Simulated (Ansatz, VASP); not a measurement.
**Si2W in VASP and in Ansatz**

The input INCAR:

```
PREC     = Accurate       # precision mode
ENCUT    = 520            # plane-wave cutoff, eV
EDIFF    = 1E-6           # SCF threshold, eV
ISMEAR   = 0              # smearing method
SIGMA    = 0.03           # smearing width, eV
LREAL    = F              # projectors in reciprocal space
LASPH    = T              # aspherical terms in the spheres
NELM     = 80             # most SCF steps
ALGO     = Normal         # electronic algorithm
ISIF     = 2              # what is computed and relaxed
LWAVE    = F              # write WAVECAR
LCHARG   = F              # write CHGCAR
GGA      = PE             # functional
NBANDS   = 43             # bands
```

KPOINTS

```
Automatic mesh
0
Gamma
  9 9 6
```

File POSCAR:

```
Si2W
1.0
    4.6143995253      0.0000000000      0.0000000000
   -2.3071997627      3.9961872121      0.0000000000
    0.0000000000      0.0000000000      6.6468916183
Si W
6 3
Direct
    0.8425991990      0.6851983979      0.5000000000
    0.1574008010      0.8425991990      0.8333333333
    0.6851983979      0.8425991990      0.1666666667
    0.1574008010      0.3148016021      0.5000000000
    0.8425991990      0.1574008010      0.8333333333
    0.3148016021      0.1574008010      0.1666666667
    0.0000000000      0.5000000000      0.1666666667
    0.5000000000      0.5000000000      0.8333333333
    0.5000000000      0.0000000000      0.5000000000
```

Input for Ansatz:

```yaml
crystal:
  lattice:
    - [4.6143995253, 0.0, 0.0]
    - [-2.3071997627, 3.9961872121, 0.0]
    - [0.0, 0.0, 6.6468916183]
  atoms:
    - { symbol: Si, position: [0.842599199, 0.6851983979, 0.5] }
    - { symbol: Si, position: [0.157400801, 0.842599199, 0.8333333333] }
    - { symbol: Si, position: [0.6851983979, 0.842599199, 0.1666666667] }
    - { symbol: Si, position: [0.157400801, 0.3148016021, 0.5] }
    - { symbol: Si, position: [0.842599199, 0.157400801, 0.8333333333] }
    - { symbol: Si, position: [0.3148016021, 0.157400801, 0.1666666667] }
    - { symbol: W, position: [0.0, 0.5, 0.1666666667] }
    - { symbol: W, position: [0.5, 0.5, 0.8333333333] }
    - { symbol: W, position: [0.5, 0.0, 0.5] }
basis:
  ecutwfc: 420
kpoints:
  mp_grid: { grid: [9, 9, 6] }
hamiltonian:
  xc: pbe
  pseudopotentials: { kind: paw, azcp: { folder: soft_1 } }
scf:
  occupations: { method: gaussian, width: 0.03 }
output:
  forces: true
  stress: true
  eigenvalues: true
```

Alike in both runs: task single point; functional PBE; k mesh 9 × 9 × 6; occupations gaussian, width 0.03 eV; no spin polarisation.

|  | VASP | Ansatz |
| --- | --- | --- |
| version | VASP 6.6.1 | Ansatz 0.2.0 |
| potentials or method | VASP PAW PBE potentials, release 64 (Si, W_sv), cutoff 520 eV | scalar-relativistic, plane waves, PAW |
| valence electrons in the cell | 66 | 66 |

VASP gave:

* gap on the k mesh at the Fermi level (eV): none
* pressure (GPa): 0.2
* traceless stress, the component that is largest in VASP (GPa): -0.81
* rms of the force components (eV/Å): 0.413

Which values does Ansatz return?

gap on the k mesh at the Fermi level (eV): none; pressure (GPa): 0.2; traceless stress, the component that is largest in VASP (GPa): -0.80; rms of the force components (eV/Å): 0.415.

Atom by atom the forces differ by 0.002 eV/Å (rms over components). A gap of «none» marks a metal or a gap that the smearing closes. With one functional, cell and mesh, what is left measures potentials, basis and numerics.

Neither program's run includes spin-orbit coupling.
